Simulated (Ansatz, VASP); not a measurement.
# One calculation of Ge, two programs

```
Ge
1.0
    -2.03674    2.03674    2.88055
     2.03674   -2.03674    2.88055
     2.03674    2.03674   -2.88055
Ge
2
Direct
  0.25000 0.75000 0.50000
  0.50000 0.50000 0.00000
```

Alike in both runs: task single point; functional PBE; k mesh 20 × 20 × 20; occupations gaussian, width 0.1 eV; no spin polarisation.

|  | VASP | Ansatz |
| --- | --- | --- |
| version | VASP 6.6.1 | Ansatz 0.2.0 |
| potentials or method | VASP PAW PBE potentials, release 64 (Ge_d), cutoff 520 eV | scalar-relativistic, plane waves, PAW |
| valence electrons in the cell | 28 | 28 |

|  | VASP | Ansatz | Ansatz less VASP |
| --- | --- | --- | --- |
| gap on the k mesh at the Fermi level (eV) | none | none | - |
| pressure (GPa) | -0.1 | 0.0 | +0.11 |

A gap of «none» marks a metal or a gap that the smearing closes.
